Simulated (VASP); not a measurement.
A run of VASP 6.6.1:

Contents of INCAR:

```
  ALGO = Normal
  EDIFF = 1E-8
  ENCUT = 520
  GGA = PS
  ISIF = 2
  ISMEAR = -1
  LASPH = T
  LCHARG = F
  LEFG = T
  LREAL = F
  LWAVE = F
  NBANDS = 24
  NELM = 60
  PREC = Accurate
  SIGMA = 0.05
```

The input KPOINTS:

```
k-points
0
Gamma
  12 12 12
```

File POSCAR:

```
LiGa
1.0
    0.0000000000      3.0428124573      3.0428124573
    3.0428124573      0.0000000000      3.0428124573
    3.0428124573      3.0428124573      0.0000000000
Li Ga
2 2
Direct
    0.0000000000      0.0000000000      0.0000000000
    0.2500000000      0.2500000000      0.2500000000
    0.5000000000      0.5000000000      0.5000000000
    0.7500000000      0.7500000000      0.7500000000
```

Potentials or basis: VASP PAW PBE potentials, release 64 (Li_sv, Ga_d).

Launch:

```console
$ cat potpaw_PBE.64/Li_sv/POTCAR potpaw_PBE.64/Ga_d/POTCAR > POTCAR
$ mpirun -np 1 vasp_std > vasp.out
```

Hardware: 1 thread of Intel(R) Xeon(R) Platinum 8488C (Sapphire Rapids), with other jobs on the host.

How long does it take, and how much memory?

Wall time 46 s on 1 thread of Intel(R) Xeon(R) Platinum 8488C (Sapphire Rapids), on a shared host, peak memory 0.22 GiB. Counts: scf iterations 16, k points 72.
